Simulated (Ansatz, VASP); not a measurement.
## WS2: VASP beside Ansatz

The input INCAR:

```
ALGO = Normal
EDIFF = 1E-7
ENCUT = 520
GGA = PS
ISIF = 2
ISMEAR = -1
LASPH = T
LCHARG = T
LELF = T
LREAL = F
LVHAR = T
LWAVE = F
NBANDS = 20
NELM = 80
PREC = Accurate
SIGMA = 0.03
```

The input KPOINTS:

```
k-points
0
Gamma
  15 15 15
```

POSCAR

```
WS2
1.0
    1.6105803920      0.9298690228      6.1633300000
   -1.6105803920      0.9298690228      6.1633300000
    0.0000000000     -1.8597380457      6.1633300000
W S
1 2
Direct
    0.0000000000      0.0000000000      0.0000000000
    0.7503000000      0.7503000000      0.7503000000
    0.5810000000      0.5810000000      0.5810000000
```

Input for Ansatz:

```yaml
crystal:
  lattice:
    - [1.610580392, 0.9298690228, 6.16333]
    - [-1.610580392, 0.9298690228, 6.16333]
    - [0.0, -1.8597380457, 6.16333]
  atoms:
    - { symbol: W, position: [0.0, 0.0, 0.0] }
    - { symbol: S, position: [0.7503, 0.7503, 0.7503] }
    - { symbol: S, position: [0.581, 0.581, 0.581] }
kpoints:
  mp_grid: { grid: [15, 15, 15] }
  band_path:
    path:
      - [0.0, 0.0, 0.0]
      - [0.5, 0.5, 0.5]
      - [0.8181585864, 0.1818414136, 0.5]
      - [0.5, -0.1818414136, 0.1818414136]
      - [0.5, 0.0, 0.0]
      - [0.0, 0.0, 0.0]
      - [0.3409207068, -0.3409207068, 0.0]
      - [0.6590792932, 0.0, 0.3409207068]
      - [0.5, 0.0, 0.5]
    npoints: 5
scf:
  occupations: { method: fermi_dirac, width: 0.03 }
hamiltonian:
  xc: pbesol
  pseudopotentials: { kind: all_electron, lapw: { basis_error: 0.001 } }
output:
  forces: true
  stress: true
  eigenvalues: true
```

Change from the starting cell: equal xx and yy strain of +2 %.

Alike in both runs: task single point; functional PBEsol; k mesh 15 × 15 × 15; occupations fermi-dirac, width 0.03 eV; no spin polarisation.

|  | VASP | Ansatz |
| --- | --- | --- |
| version | VASP 6.6.1 | Ansatz 0.2.0 |
| potentials or method | VASP PAW PBE potentials, release 64 (W_sv, S), cutoff 520 eV | all-electron LAPW, scalar-relativistic |

```csv
,VASP,Ansatz,Ansatz less VASP
pressure (GPa),-6.4,-6.4,-0.04
"traceless stress, the component that is largest in VASP (GPa)",2.58,2.53,-0.045
rms of the force components (eV/Å),0.315,0.320,+0.0046
```

VASP's potentials were made for PBE, not for PBEsol. Atom by atom the forces differ by 0.007 eV/Å (rms over components). Ansatz ran all-electron here, and VASP with PAW potentials.

Neither program's run includes spin-orbit coupling.
